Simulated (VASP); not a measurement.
# MgO2 (R-3m) in VASP: single point with LDA

Aim: the single point of MgO2 with LDA.

All numbers are computed with VASP 6.6.1; they aren't measurements. Logs are shortened: lines on timing, memory, paths and dates and some standing lists are left out, and cuts for length are marked.

### 1 The cell of the first run

The structure is trigonal, space group R-3m (No. 166). The conventional cell has a = 3.210 Å, b = 3.210 Å, c = 10.482 Å, α = 90.00°, β = 90.00°, γ = 120.00°. Mg (site symmetry -3m) has 6 O at 2.11 Å within 2.8 Å. O (site symmetry 3m) has 1 O at 1.49 Å within 2.0 Å.

### 2 Single point, LDA

INCAR

```
PREC = Accurate
ENCUT = 840
EDIFF = 1E-6
ISMEAR = 0
SIGMA = 0.1
LREAL = False
LASPH = True
NELM = 120
ALGO = Normal
ISIF = 2
LWAVE = False
LCHARG = False
NBANDS = 18
GGA_COMPAT = False
```

KPOINTS

```
regular mesh
0
Gamma
  6 6 6
```

POSCAR

```
MgO2
1.0
    1.6047610160      0.9265092046      3.4939788749
   -1.6047610160      0.9265092046      3.4939788749
    0.0000000000     -1.8530184092      3.4939788749
Mg O
1 2
Direct
    0.0000000000      0.0000000000      0.0000000000
    0.4287860000      0.4287860000      0.4287860000
    0.5712140000      0.5712140000      0.5712140000
```

Potentials or basis: VASP PAW LDA potentials, release 64 (Mg_sv, O).

The run is started by

```sh
cat potpaw_LDA.64/Mg_sv/POTCAR potpaw_LDA.64/O/POTCAR > POTCAR
mpirun -np 1 vasp_std > vasp.out
```

OUTCAR:

```text
PREC = Accurate
   ENCUT = 840
   EDIFF = 1E-6
   ISMEAR = 0
   LREAL = False
   LASPH = True
   NELM = 120
   ISIF = 2

 ion  position               nearest neighbor table
   1  0.000  0.000  0.000-   3 2.11   3 2.11   2 2.11   2 2.11   3 2.11   2 2.11
   2  0.429  0.429  0.429-   3 1.49   1 2.11   1 2.11   1 2.11
   3  0.571  0.571  0.571-   2 1.49   1 2.11   1 2.11   1 2.11

  LATTYP: Found a trigonal (rhomboedric) cell.
 ALAT       =     3.9549419216
 COS(alpha) =     0.6707160928

  Lattice vectors:

 A1 = (   1.6047610160,   0.9265092046,   3.4939788749)
 A2 = (  -1.6047610160,   0.9265092046,   3.4939788749)
 A3 = (   0.0000000000,  -1.8530184092,   3.4939788749)

Analysis of symmetry for initial positions (statically):
=====================================================================
 Subroutine PRICEL returns:
 Original cell was already a primitive cell.

 Routine SETGRP: Setting up the symmetry group for a
 trigonal (rhombohedral) supercell.

 Subroutine GETGRP returns: Found 12 space group operations
 (whereof 12 operations were pure point group operations)
 out of a pool of 12 trial point group operations.

The static configuration has the point symmetry D_3d.

Analysis of symmetry for dynamics (positions and initial velocities):
=====================================================================
 Subroutine PRICEL returns:
 Original cell was already a primitive cell.

 Routine SETGRP: Setting up the symmetry group for a
 trigonal (rhombohedral) supercell.

 Subroutine GETGRP returns: Found 12 space group operations
 (whereof 12 operations were pure point group operations)
 out of a pool of 12 trial point group operations.

The dynamic configuration has the point symmetry D_3d.

 Subroutine INISYM returns: Found 12 space group operations
 (whereof 12 operations are pure point group operations),
 and found     1 'primitive' translations

----------------------------------------------------------------------------------------

                                     Primitive cell

  volume of cell :      31.1696

  direct lattice vectors                    reciprocal lattice vectors
     1.604761016  0.926509205  3.493978875     0.311572873  0.179886682  0.095402218
    -1.604761016  0.926509205  3.493978875    -0.311572873  0.179886682  0.095402218
     0.000000000 -1.853018409  3.493978875     0.000000000 -0.359773364  0.095402218

  length of vectors
     3.954941922  3.954941922  3.954941922     0.372207545  0.372207545  0.372207545

[... 84 lines left out ...]
   EDIFFG = 0.1E-04   stopping-criterion for IOM
   NSW    =      0    number of steps for IOM
   IBRION =     -1    ionic relax: 0-MD 1-quasi-New 2-CG
   NFREE  =      0    steps in history (QN), initial steepest desc. (CG)
   ISIF   =      2    stress and relaxation
   ISYM   =      2    0-nonsym 1-usesym 2-fastsym
   POTIM  = 0.5000    time-step for ionic-motion
   TEBEG  =    0.0;   TEEND  =   0.0 temperature during run
   PSTRESS=    0.0 pullay stress
   NELECT =      22.0000    total number of electrons
   NUPDOWN=      -1.0000    fix difference up-down
   EMIN   =  10.00;   EMAX   =-10.00  energy-range for DOS
   EFERMI =   0.00;   METHOD = LEGACY
   ISMEAR =     0;   SIGMA  =   0.10  broadening in eV -4-tet -1-fermi 0-gaus
   EFERMI_NEDOS =   21; number of points for ismear=-14 and -15
   IALGO  =     38    algorithm
   IMIX   =      4    mixing-type and parameters
     AMIX     =   0.40;   BMIX     =  1.00
     AMIX_MAG =   1.60;   BMIX_MAG =  1.00
  volume/ion in A,a.u.               =      10.39        70.11
  Fermi-wavevector in a.u.,A,eV,Ry     =   1.457601  2.754466 28.906928  2.124599
  Thomas-Fermi vector in A             =   2.574383
   LORBIT       =      0    0 simple, 1 ext, 2 COOP (PROOUT), +10 PAW based schemes
   GGA     = CA    functional components
   LHFCALC =     F    Hartree Fock is set to
   AEXX    =    0.0000 exact exchange contribution
   IVDW    =     0    specifies the selected vdW correction
   LEPSILON=     F    determine dielectric tensor
   LRPA    =     F    only Hartree local field effects (RPA)
 non-spin polarized calculation
 Gauss-broadening in eV      SIGMA  =   0.10
  energy-cutoff  :      840.00
  volume of cell :       31.17
 maximum number of plane-waves:      1744
 NGX is ok and might be reduce to    40
   NGX = 19   NGY = 19   NGZ = 19

 number of electron      21.9999995 magnetization

 Free energy of the ion-electron system (eV)
  ---------------------------------------------------
  ext. energy  EPLUGINS =         0.00000000
  ---------------------------------------------------
  free energy    TOTEN  =       -18.28156039 eV

  energy without entropy =      -18.28156039  energy(sigma->0) =      -18.28156039

 E-fermi :   2.8795     XC(G=0): -11.0044

 val. band max:        2.1934482658   @ k =   0.5000   0.5000   0.5000
 cond. band min:       4.3515755811   @ k =   0.5000   0.5000   0.5000
 fundamental gap:      2.1581273153
 Fermi energy:         2.8794539020

 k-point     1 :       0.0000    0.0000    0.0000
  band No.  band energies     occupation
      1     -70.3384      2.00000
      2     -37.8457      2.00000
      3     -37.8206      2.00000
      4     -37.8206      2.00000
      5     -18.8715      2.00000
      6     -12.0057      2.00000
[... 481 lines left out ...]
      5     -18.2260      2.00000
      6     -12.7742      2.00000
[... 10 lines left out ...]
     17      17.3464      0.00000
     18      19.5909      0.00000

 [... further k-points ...]

------------------------ aborting loop because EDIFF is reached ----------------------------------------

  FORCE on cell =-STRESS in cart. coord.  units (eV):
  Direction    XX          YY          ZZ          XY          YZ          ZX
  --------------------------------------------------------------------------------------
  -------------------------------------------------------------------------------------
  Total       -1.6346437     -1.6346437     -2.2436612      0.0000000     -0.0000000      0.0000000
  in kB      -84.0237478    -84.0237478   -115.3283909      0.0000000     -0.0000000      0.0000000
  external PRESSURE =     -94.4586288 kB  Pullay stress =       0.0000000 kB

 VOLUME and BASIS-vectors are now :
 -----------------------------------------------------------------------------
  energy-cutoff  :      840.00
  volume of cell :       31.17
      direct lattice vectors                 reciprocal lattice vectors
     1.604761016  0.926509205  3.493978875     0.311572873  0.179886682  0.095402218
    -1.604761016  0.926509205  3.493978875    -0.311572873  0.179886682  0.095402218
     0.000000000 -1.853018409  3.493978875     0.000000000 -0.359773364  0.095402218

 POSITION                                       TOTAL-FORCE (eV/Angst)
 -----------------------------------------------------------------------------------
      0.00000      0.00000      0.00000         0.000000      0.000000     -0.000000
      0.00000      0.00000      4.49451         0.000000     -0.000000      0.277628
      0.00000      0.00000      5.98743         0.000000      0.000000     -0.277628
 -----------------------------------------------------------------------------------
    total drift:                                0.000000     -0.000000      0.000000

  FREE ENERGIE OF THE ION-ELECTRON SYSTEM (eV)
  ---------------------------------------------------
  free  energy   TOTEN  =       -18.2815603948 eV

  energy  without entropy=      -18.2815603948  energy(sigma->0) =      -18.28156039
```

stdout:

```text
POSCAR found type information on POSCAR MgO
 POSCAR found :  2 types and       3 ions
 scaLAPACK will be used
 LDA part: xc-table for (Slater(with rela. corr.)+CA(PZ))
 , standard interpolation
 POSCAR, INCAR and KPOINTS ok, starting setup
 FFT: planning ... GRIDC
 FFT: planning ... GRID_SOFT
 FFT: planning ... GRID
 WAVECAR not read
 entering main loop
```

It took 31 s on 1 thread of Intel Xeon Platinum 8488C (Sapphire Rapids), shared host; peak memory 0.2 GiB.

What came out:

| Item | Value |
| --- | --- |
| Free energy | -18.2816 eV |
| Pressure | -9.4 GPa |
| Largest force | 0.278 eV/Å |
| Band gap on the k mesh | 2.16 eV |

Forces in eV/Å, atoms in the order of the input:
```
Mg   0.000  0.000  0.000
O    0.000  0.000  0.278
O    0.000  0.000 -0.278
```

Stress tensor (GPa, compression positive):
```
 -8.40   0.00   0.00
  0.00  -8.40   0.00
  0.00   0.00 -11.53
```

Caveat: the cell stands under tension.
